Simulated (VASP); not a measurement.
# KF (P4/mmm) in VASP: a series of runs, part 2 of 2

VASP 6.6.1. Earlier steps stand in the parts before.

## Step 3: Single point, PBEsol (strain +0.040 along x and y, +0.000 along z)

The input, INCAR:

```
SYSTEM = KF
  PREC = Accurate
  ENCUT = 520
  EDIFF = 1E-6
  ISMEAR = 0
  SIGMA = 0.05
  LREAL = .False.
  LASPH = .True.
  NELM = 60
  ALGO = Normal
  ISIF = 2
  LWAVE = .False.
  LCHARG = .True.
  GGA = PS
  LELF = .True.
  LVHAR = .True.
  NBANDS = 15
```

The input, KPOINTS:

```
regular mesh
0
Gamma
  8 8 8
  0 0 0
```

The input, POSCAR:

```
KF
1.0
    3.3893132000      0.0000000000      0.0000000000
    0.0000000000      3.3893132000      0.0000000000
    0.0000000000      0.0000000000      3.2589550000
K F
1 1
Direct
    0.0000000000      0.0000000000      0.0000000000
    0.5000000000      0.5000000000      0.5000000000
```

Potentials or basis: VASP PAW PBE potentials, release 64 (K_sv, F).

Launch:

```bash
$ cat potpaw_PBE.64/K_sv/POTCAR potpaw_PBE.64/F/POTCAR > POTCAR
$ mpirun -np 1 vasp_std > vasp.out
```

Wall time 53 s (1 thread of Intel Xeon 8259CL, shared host); peak memory 0.17 GiB.

It converged, with:

| Item | Value |
| --- | --- |
| Free energy | -8.2742 eV |
| Pressure | -4.1 GPa |
| Band gap on the k mesh | 5.52 eV (least direct gap 5.57 eV) |

Stress tensor (GPa, compression positive):
```
-5.15  0.00  0.00
 0.00 -5.15  0.00
 0.00  0.00 -2.14
```

Levels at points of the mesh, in eV from the valence-band top:
| k point | band 6 | band 7 | band 8 | band 9 | band 10 | band 11 |
| --- | --- | --- | --- | --- | --- | --- |
| (0.00, 0.00, 0.00) | -0.19 | -0.19 | -0.05 | 5.52 | 7.98 | 8.07 |
| (0.50, 0.00, 0.00) | -1.22 | -0.28 | -0.12 | 8.54 | 8.94 | 9.85 |
| (0.50, 0.50, 0.00) | -0.68 | -0.68 | 0.00 | 8.27 | 8.39 | 11.70 |
| (0.00, 0.00, 0.50) | -1.22 | -0.26 | -0.26 | 8.88 | 9.10 | 10.01 |
| (0.50, 0.00, 0.50) | -0.71 | -0.66 | -0.12 | 7.97 | 8.60 | 11.15 |
| (0.50, 0.50, 0.50) | -1.02 | -0.99 | -0.99 | 9.77 | 9.77 | 10.19 |

Caveat: the cell differs from its parent crystal (strain +0.040 along x and y, +0.000 along z); the cell stands under tension; the PAW data sets were made with another functional, which shifts forces and pressure a little.

## Step 4: Single point, PBEsol (strain +0.040 along x and y, +0.080 along z)

The input, INCAR:

```
SYSTEM = KF
ALGO = Normal
EDIFF = 1E-7
ENCUT = 520
GGA = PS
ISIF = 2
ISMEAR = 0
LASPH = .TRUE.
LCHARG = .TRUE.
LELF = .TRUE.
LREAL = .FALSE.
LVHAR = .TRUE.
LWAVE = .FALSE.
NBANDS = 15
NELM = 100
PREC = Accurate
SIGMA = 0.05
```

The input, KPOINTS:

```
k-points
0
G
  8 8 8
  0 0 0
```

Changes to POSCAR since step 3:

```diff
@@ -4,3 +4,3 @@
     0.0000000000      3.3893132000      0.0000000000
-    0.0000000000      0.0000000000      3.2589550000
+    0.0000000000      0.0000000000      3.5196714000
 K F
```

Launch:

```bash
$ cat potpaw_PBE.64/K_sv/POTCAR potpaw_PBE.64/F/POTCAR > POTCAR
$ mpirun -np 1 vasp_std > vasp.out
```

It took 71 s on 1 thread of Intel Xeon 8259CL, shared host; peak memory 0.18 GiB.

The run converged. Its results:

| Item | Value |
| --- | --- |
| Free energy | -8.1907 eV |
| Pressure | -5.2 GPa |
| Band gap on the k mesh | 5.14 eV (least direct gap 5.21 eV) |

Stress tensor (GPa, compression positive):
```
-4.26  0.00  0.00
 0.00 -4.26  0.00
 0.00  0.00 -6.94
```

Levels at points of the mesh, in eV from the valence-band top:
| k point | band 4 | band 5 | band 6 | band 7 | band 8 | band 9 | band 10 | band 11 | band 12 | band 13 |
| --- | --- | --- | --- | --- | --- | --- | --- | --- | --- | --- |
| (0.00, 0.00, 0.00) | -10.51 | -10.51 | -0.18 | -0.06 | -0.06 | 5.14 | 7.93 | 7.99 | 12.80 | 12.80 |
| (0.50, 0.00, 0.00) | -10.48 | -10.44 | -1.06 | -0.24 | -0.10 | 8.33 | 8.92 | 9.35 | 11.34 | 11.53 |
| (0.50, 0.50, 0.00) | -11.08 | -10.42 | -0.60 | -0.60 | -0.10 | 7.74 | 8.45 | 10.92 | 10.92 | 12.60 |
| (0.00, 0.00, 0.50) | -10.46 | -10.46 | -1.07 | -0.13 | -0.13 | 8.05 | 8.75 | 9.23 | 11.75 | 11.75 |
| (0.50, 0.00, 0.50) | -10.97 | -10.40 | -0.63 | -0.59 | 0.00 | 8.01 | 8.23 | 11.15 | 11.39 | 12.23 |
| (0.50, 0.50, 0.50) | -10.98 | -10.84 | -0.85 | -0.85 | -0.83 | 9.38 | 9.75 | 9.75 | 13.30 | 13.44 |

Caveat: the cell differs from its parent crystal (strain +0.040 along x and y, +0.080 along z); the cell stands under tension; the PAW data sets were made with another functional, which shifts forces and pressure a little.

## Step 5: Single point, PBEsol (strain +0.080 along x and y, +0.040 along z)

The input, INCAR:

```
PREC     = Accurate       # precision mode
ENCUT    = 520            # plane-wave cutoff, eV
EDIFF    = 1E-7           # SCF threshold, eV
ISMEAR   = 0              # smearing method
SIGMA    = 0.05           # smearing width, eV
LREAL    = F              # projectors in reciprocal space
LASPH    = T              # aspherical terms in the spheres
NELM     = 100            # most SCF steps
ALGO     = Normal         # electronic algorithm
ISIF     = 2              # what is computed and relaxed
LWAVE    = F              # write WAVECAR
LCHARG   = T              # write CHGCAR
GGA      = PS             # functional
LELF     = T              # ELF
LVHAR    = T            
NBANDS   = 15             # bands
```

The input, KPOINTS:

```
Automatic mesh
0
Gamma
  8 8 8
```

The input, POSCAR:

```
KF
1.0
    3.5196714000      0.0000000000      0.0000000000
    0.0000000000      3.5196714000      0.0000000000
    0.0000000000      0.0000000000      3.3893132000
K F
1 1
Direct
    0.0000000000      0.0000000000      0.0000000000
    0.5000000000      0.5000000000      0.5000000000
```

Launch:

```bash
$ cat potpaw_PBE.64/K_sv/POTCAR potpaw_PBE.64/F/POTCAR > POTCAR
$ mpirun -np 1 vasp_std > vasp.out
```

Run time: 76 s. Hardware: 1 thread of Intel Xeon 8259CL, shared host; peak memory 0.19 GiB.

Results (log left out):

| Quantity | Value |
| --- | --- |
| Free energy | -8.1409 eV |
| Pressure | -5.5 GPa |
| Band gap on the k mesh | 4.92 eV (least direct gap 4.98 eV) |

Stress tensor (GPa, compression positive):
```
-6.31  0.00  0.00
 0.00 -6.31  0.00
 0.00  0.00 -3.79
```

Levels at points of the mesh, in eV from the valence-band top:
```tsv
k point	band 4	band 5	band 6	band 7	band 8	band 9	band 10	band 11	band 12	band 13
(0.00, 0.00, 0.00)	-10.72	-10.67	-0.17	-0.17	-0.06	4.92	7.84	7.91	12.47	12.68
(0.50, 0.00, 0.00)	-10.66	-10.62	-1.05	-0.23	-0.10	7.89	8.69	8.95	11.32	11.53
(0.50, 0.50, 0.00)	-11.14	-10.57	-0.63	-0.63	0.00	7.96	8.00	11.20	11.20	11.83
(0.00, 0.00, 0.50)	-10.64	-10.64	-1.05	-0.21	-0.21	8.19	8.84	9.08	11.11	11.11
(0.50, 0.00, 0.50)	-11.11	-10.60	-0.64	-0.60	-0.10	7.71	8.22	10.72	10.97	12.03
(0.50, 0.50, 0.50)	-11.02	-11.02	-0.83	-0.82	-0.82	9.31	9.31	9.68	12.96	12.96
```

Caveat: the cell differs from its parent crystal (strain +0.080 along x and y, +0.040 along z); the cell stands under tension; the PAW data sets were made with another functional, which shifts forces and pressure a little.

## Step 6: Overview

| cell | gap on the mesh (eV) | pressure (GPa) |
| --- | --- | --- |
| a = 3.259, b = 3.259, c = 3.389 Å, 2 atoms | 5.79 | -3.4 |
| a = 3.389, b = 3.389, c = 3.259 Å, 2 atoms | 5.52 | -4.1 |
| a = 3.389, b = 3.389, c = 3.520 Å, 2 atoms | 5.14 | -5.2 |
| a = 3.520, b = 3.520, c = 3.389 Å, 2 atoms | 4.92 | -5.5 |

Alike in all rows: task single point; level PBEsol; potentials or basis VASP PAW PBE potentials, release 64 (K_sv, F); no spin polarisation; k mesh 8 × 8 × 8; cutoff (eV) 520; smearing gaussian 0.05 eV.

Caveats: the cell stands under tension; the PAW data sets were made with another functional, which shifts forces and pressure a little.

Absolute energies hang on the potentials; compare differences alone.
